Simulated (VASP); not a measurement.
# Zn4HO4 (a cell with a defect) in VASP: single point with PBEsol

Aim: the single point of Zn4HO4 (a cell with a defect) with PBEsol.

Program: VASP 6.6.1. These are calculated values, not measurements. Logs are shortened: lines on timing, memory, paths and dates and some standing lists are left out, and cuts for length are marked.

### Step 1. The cell of the first run

The cell holds a defect, 9 atoms: a = 5.515 Å, b = 5.515 Å, c = 3.243 Å, α = 90.00°, β = 90.00°, γ = 90.00°.

### Step 2. Single point, PBEsol

INCAR

```
SYSTEM = Zn4HO4
PREC = Accurate
ENCUT = 1000
EDIFF = 1E-6
ISMEAR = 0
SIGMA = 0.05
LREAL = .False.
LASPH = .True.
NELM = 120
ALGO = Normal
ISIF = 2
LWAVE = .False.
LCHARG = .False.
GGA = PS
NBANDS = 46
GGA_COMPAT = .False.
```

KPOINTS

```
regular mesh
0
Gamma
  4 4 8
  0 0 0
```

POSCAR

```
Zn4HO4
1.0
    5.5148137916      0.0000000000      0.0000000000
    0.0000000000      5.5148137916      0.0000000000
    0.0000000000      0.0000000000      3.2430062931
Zn O H
4 4 1
Direct
    0.1820657240      0.1820657240      0.5000000000
    0.8179342760      0.8179342760      0.5000000000
    0.6820657240      0.3179342760      0.0000000000
    0.3179342760      0.6820657240      0.0000000000
    0.8180023132      0.1819976868      0.5000000000
    0.1819976868      0.8180023132      0.5000000000
    0.6819976868      0.6819976868      0.0000000000
    0.3180023132      0.3180023132      0.0000000000
    1.0000405349     -0.0180023132      0.3000000000
```

Potentials or basis: VASP PAW PBE potentials, release 64 (Zn, O_h, H_h).

Run with:

```bash
cat potpaw_PBE.64/Zn/POTCAR potpaw_PBE.64/O_h/POTCAR potpaw_PBE.64/H_h/POTCAR > POTCAR
mpirun -np 1 vasp_std > vasp.out
```

OUTCAR:

```text
SYSTEM = Zn4HO4
   PREC = Accurate
   ENCUT = 1000
   EDIFF = 1E-6
   ISMEAR = 0
   LREAL = .False.
   LASPH = .True.
   NELM = 120
   ISIF = 2
   GGA = PS

 ion  position               nearest neighbor table
   1  0.182  0.182  0.500-   9 1.63   8 1.94   8 1.94   6 2.01   5 2.01   2 2.84
   2  0.818  0.818  0.500-   9 1.50   7 1.94   7 1.94   6 2.01   5 2.01   1 2.84
   3  0.682  0.318  0.000-   5 1.94   5 1.94   8 2.01   7 2.01   4 2.84
   4  0.318  0.682  0.000-   6 1.94   6 1.94   8 2.01   7 2.01   3 2.84
   5  0.818  0.182  0.500-   3 1.94   3 1.94   1 2.01   2 2.01
   6  0.182  0.818  0.500-   4 1.94   4 1.94   1 2.01   2 2.01
   7  0.682  0.682  0.000-   2 1.94   2 1.94   4 2.01   3 2.01
   8  0.318  0.318  0.000-   1 1.94   1 1.94   4 2.01   3 2.01
   9  0.000  0.982  0.300-   2 1.50   1 1.63

  LATTYP: Found a simple tetragonal cell.
 ALAT       =     5.5148137916
 C/A-ratio  =     0.5880536344

  Lattice vectors:

 A1 = (   5.5148137916,   0.0000000000,   0.0000000000)
 A2 = (   0.0000000000,   5.5148137916,   0.0000000000)
 A3 = (   0.0000000000,   0.0000000000,   3.2430062931)

Analysis of symmetry for initial positions (statically):
=====================================================================
 Subroutine PRICEL returns:
 Original cell was already a primitive cell.

 Routine SETGRP: Setting up the symmetry group for a
 simple tetragonal supercell.

 Subroutine GETGRP returns: Found  1 space group operations
 (whereof  1 operations were pure point group operations)
 out of a pool of 16 trial point group operations.

The static configuration has the point symmetry C_1 .

Analysis of symmetry for dynamics (positions and initial velocities):
=====================================================================
 Subroutine PRICEL returns:
 Original cell was already a primitive cell.

 Routine SETGRP: Setting up the symmetry group for a
 simple tetragonal supercell.

 Subroutine GETGRP returns: Found  1 space group operations
 (whereof  1 operations were pure point group operations)
 out of a pool of 16 trial point group operations.

The dynamic configuration has the point symmetry C_1 .

 Subroutine INISYM returns: Found  1 space group operations
 (whereof  1 operations are pure point group operations),
 and found     1 'primitive' translations

----------------------------------------------------------------------------------------

                                     Primitive cell

  volume of cell :      98.6301

  direct lattice vectors                    reciprocal lattice vectors
     5.514813792  0.000000000  0.000000000     0.181329785  0.000000000  0.000000000
     0.000000000  5.514813792  0.000000000     0.000000000  0.181329785  0.000000000
     0.000000000  0.000000000  3.243006293     0.000000000  0.000000000  0.308355862

  length of vectors
     5.514813792  5.514813792  3.243006293     0.181329785  0.181329785  0.308355862

  position of ions in fractional coordinates (direct lattice)
     0.182065724  0.182065724  0.500000000
     0.817934276  0.817934276  0.500000000
     0.682065724  0.317934276  0.000000000
     0.317934276  0.682065724  0.000000000
     0.818002313  0.181997687  0.500000000
     0.181997687  0.818002313  0.500000000
     0.681997687  0.681997687  0.000000000
     0.318002313  0.318002313  0.000000000
     0.000040535  0.981997687  0.300000000

  ion indices of the primitive-cell ions
   primitive index   ion index
                 1           1
                 2           2
                 3           3
                 4           4
                 5           5
                 6           6
                 7           7
                 8           8
                 9           9

----------------------------------------------------------------------------------------

 KPOINTS: regular mesh

Automatic generation of k-mesh.
 Grid dimensions read from file:
 generate k-points for:    4    4    8

 Generating k-lattice:

  Cartesian coordinates                     Fractional coordinates (reciprocal lattice)
     0.045332446  0.000000000  0.000000000     0.250000000  0.000000000  0.000000000
     0.000000000  0.045332446  0.000000000     0.000000000  0.250000000  0.000000000
     0.000000000  0.000000000  0.038544483     0.000000000  0.000000000  0.125000000

  Length of vectors
     0.045332446  0.045332446  0.038544483

  Shift w.r.t. Gamma in fractional coordinates (k-lattice)
     0.000000000  0.000000000  0.000000000

 Subroutine IBZKPT returns following result:
 ===========================================

 Found     68 irreducible k-points:

 Following reciprocal coordinates:
            Coordinates               Weight
  0.000000  0.000000  0.000000      1.000000
  0.250000  0.000000  0.000000      2.000000
  0.000000  0.250000  0.000000      2.000000
  0.500000  0.000000  0.000000      1.000000
  0.000000  0.500000  0.000000      1.000000
  0.250000  0.250000  0.000000      2.000000
[... 16 lines left out ...]
 -0.250000  0.500000  0.125000      2.000000
  0.500000 -0.250000  0.125000      2.000000
 [... further k-points ...]
   k-points           NKPTS =     68   k-points in BZ     NKDIM =     68   number of bands    NBANDS=     46
   number of dos      NEDOS =    301   number of ions     NIONS =      9
   total plane-waves  NPLWV = 129600
   dimension x,y,z NGX =    60 NGY =   60 NGZ =   36
   dimension x,y,z NGXF=   120 NGYF=  120 NGZF=   72
   ions per type =               4   4   1
   NGX,Y,Z   is equivalent  to a cutoff of  18.09, 18.09, 18.45 a.u.
   NGXF,Y,Z  is equivalent  to a cutoff of  36.17, 36.17, 36.91 a.u.
 SYSTEM =  Zn4HO4
   PREC   = accura    normal or accurate (medium, high low for compatibility)
   ISTART =      0    job   : 0-new  1-cont  2-samecut
   ICHARG =      2    charge: 1-file 2-atom 10-const
   ISPIN  =      1    spin polarized calculation?
   LNONCOLLINEAR =      F non collinear calculations
   LSORBIT =      F    spin-orbit coupling
   LASPH  =      T    aspherical Exc in radial PAW
   ENCUT  = 1000.0 eV  73.50 Ry    8.57 a.u.  14.22 14.22  8.36*2*pi/ulx,y,z
   NELM   =    120;   NELMIN=  2; NELMDL= -5     # of ELM steps
   EDIFF  = 0.1E-05   stopping-criterion for ELM
   LREAL  =      F    real-space projection
   EDIFFG = 0.1E-04   stopping-criterion for IOM
   NSW    =      0    number of steps for IOM
   IBRION =     -1    ionic relax: 0-MD 1-quasi-New 2-CG
   NFREE  =      0    steps in history (QN), initial steepest desc. (CG)
   ISIF   =      2    stress and relaxation
   ISYM   =      2    0-nonsym 1-usesym 2-fastsym
   POTIM  = 0.5000    time-step for ionic-motion
   TEBEG  =    0.0;   TEEND  =   0.0 temperature during run
   PSTRESS=    0.0 pullay stress
   NELECT =      73.0000    total number of electrons
   NUPDOWN=      -1.0000    fix difference up-down
   EMIN   =  10.00;   EMAX   =-10.00  energy-range for DOS
   EFERMI =   0.00;   METHOD = LEGACY
   ISMEAR =     0;   SIGMA  =   0.05  broadening in eV -4-tet -1-fermi 0-gaus
   EFERMI_NEDOS =   21; number of points for ismear=-14 and -15
   IALGO  =     38    algorithm
   IMIX   =      4    mixing-type and parameters
     AMIX     =   0.40;   BMIX     =  1.00
     AMIX_MAG =   1.60;   BMIX_MAG =  1.00
  volume/ion in A,a.u.               =      10.96        73.95
  Fermi-wavevector in a.u.,A,eV,Ry     =   1.480855  2.798411 29.836656  2.192932
  Thomas-Fermi vector in A             =   2.594838
   LORBIT       =      0    0 simple, 1 ext, 2 COOP (PROOUT), +10 PAW based schemes
   GGA     = PS    functional components
   LHFCALC =     F    Hartree Fock is set to
   AEXX    =    0.0000 exact exchange contribution
   IVDW    =     0    specifies the selected vdW correction
   LEPSILON=     F    determine dielectric tensor
   LRPA    =     F    only Hartree local field effects (RPA)
 non-spin polarized calculation
 Gauss-broadening in eV      SIGMA  =   0.05
  energy-cutoff  :     1000.00
  volume of cell :       98.63
 maximum number of plane-waves:      7121
 NGX is ok and might be reduce to    60
   NGX = 29   NGY = 29   NGZ = 17

 number of electron      73.0000003 magnetization

 Free energy of the ion-electron system (eV)
  ---------------------------------------------------
  ext. energy  EPLUGINS =         0.00000000
  ---------------------------------------------------
  free energy    TOTEN  =       -38.39857312 eV

  energy without entropy =      -38.39788909  energy(sigma->0) =      -38.39823110

 E-fermi :   3.8685     XC(G=0): -11.1141

 val. band max:        3.8249407675   @ k =   0.2500   0.5000   0.1250
 cond. band min:       3.8754083149   @ k =   0.5000   0.5000   0.5000
 fundamental gap:      0.0504675474
 Fermi energy:         3.8685261572

 k-point     1 :       0.0000    0.0000    0.0000
  band No.  band energies     occupation
      1     -17.2970      2.00000
      2     -16.4605      2.00000
      3     -15.9814      2.00000
      4     -15.8283      2.00000
      5      -7.2506      2.00000
      6      -5.0243      2.00000
[... 38 lines left out ...]
     45      11.4928      0.00000
     46      11.6737      0.00000

 k-point     2 :       0.2500    0.0000    0.0000
  band No.  band energies     occupation
      1     -17.2456      2.00000
      2     -16.5009      2.00000
      3     -16.0210      2.00000
      4     -15.8058      2.00000
      5      -7.2323      2.00000
      6      -5.0612      2.00000
[... 38 lines left out ...]
     45      11.5372      0.00000
     46      12.0828      0.00000

 k-point     3 :       0.0000    0.2500    0.0000
  band No.  band energies     occupation
      1     -17.2463      2.00000
      2     -16.4989      2.00000
      3     -16.0238      2.00000
      4     -15.8043      2.00000
      5      -7.2318      2.00000
      6      -5.0598      2.00000
[... 1018 lines left out ...]
     45      11.1520      0.00000
     46      11.7878      0.00000

 k-point    24 :       0.5000   -0.2500    0.1250
  band No.  band energies     occupation
      1     -17.1198      2.00000
      2     -16.4741      2.00000
      3     -16.0572      2.00000
      4     -15.7965      2.00000
      5      -7.1849      2.00000
      6      -5.1371      2.00000
[... 38 lines left out ...]
     45      11.1522      0.00000
     46      11.7902      0.00000

 [... further k-points ...]

------------------------ aborting loop because EDIFF is reached ----------------------------------------

  FORCE on cell =-STRESS in cart. coord.  units (eV):
  Direction    XX          YY          ZZ          XY          YZ          ZX
  --------------------------------------------------------------------------------------
  -------------------------------------------------------------------------------------
  Total        7.7949713      7.6237373      4.7963976      1.7247616     -0.1485552     -0.4187699
  in kB      126.6238761    123.8422996     77.9141368     28.0175510     -2.4131750     -6.8026260
  external PRESSURE =     109.4601042 kB  Pullay stress =       0.0000000 kB

 VOLUME and BASIS-vectors are now :
 -----------------------------------------------------------------------------
  energy-cutoff  :     1000.00
  volume of cell :       98.63
      direct lattice vectors                 reciprocal lattice vectors
     5.514813792  0.000000000  0.000000000     0.181329785  0.000000000  0.000000000
     0.000000000  5.514813792  0.000000000     0.000000000  0.181329785  0.000000000
     0.000000000  0.000000000  3.243006293     0.000000000  0.000000000  0.308355862

 POSITION                                       TOTAL-FORCE (eV/Angst)
 -----------------------------------------------------------------------------------
      1.00406      1.00406      1.62150         1.322835      1.603645      0.770217
      4.51076      4.51076      1.62150        -2.300749     -1.930100      1.341903
      3.76147      1.75335      0.00000        -0.176431      0.158485      0.021603
      1.75335      3.76147      0.00000         0.292657     -0.310923      0.033267
      4.51113      1.00368      1.62150        -0.566542      0.686959      0.193237
      1.00368      4.51113      1.62150         0.764718     -0.616763      0.143893
      3.76109      3.76109      0.00000        -0.104415     -0.074238     -0.302525
      1.75372      1.75372      0.00000         0.029814      0.054031     -0.196959
      0.00022      5.41553      0.97290         0.738114      0.428903     -2.004635
 -----------------------------------------------------------------------------------
    total drift:                                0.000106      0.000206      0.000039

  FREE ENERGIE OF THE ION-ELECTRON SYSTEM (eV)
  ---------------------------------------------------
  free  energy   TOTEN  =       -38.3985731220 eV

  energy  without entropy=      -38.3978890867  energy(sigma->0) =      -38.39823110
```

It took 9.3 min on 1 thread of AMD EPYC 9R45 (Zen 5), shared host; peak memory 0.76 GiB.

Results:

| Property | Result |
| --- | --- |
| Free energy | -38.3986 eV |
| Pressure | 10.9 GPa |
| Largest force | 3.289 eV/Å |
| Band gap on the k mesh | zero (an odd number of electrons rules out a gap without spin polarisation) |

Forces in eV/Å, atoms in the order of the input:
```
Zn   1.323  1.604  0.770
Zn  -2.301 -1.930  1.342
Zn  -0.176  0.158  0.022
Zn   0.293 -0.311  0.033
O   -0.567  0.687  0.193
O    0.765 -0.617  0.144
O   -0.104 -0.074 -0.303
O    0.030  0.054 -0.197
H    0.738  0.429 -2.005
```

Stress tensor (GPa, compression positive):
```
12.66  2.80 -0.68
 2.80 12.38 -0.24
-0.68 -0.24  7.79
```

Caveat: the PAW data sets were made with another functional, which shifts forces and pressure a little; an odd number of electrons without spin polarisation forces a metal; a magnetic or distorted state may lie lower.

The gap in the log of VASP goes by the Fermi energy; the results here count the filled bands.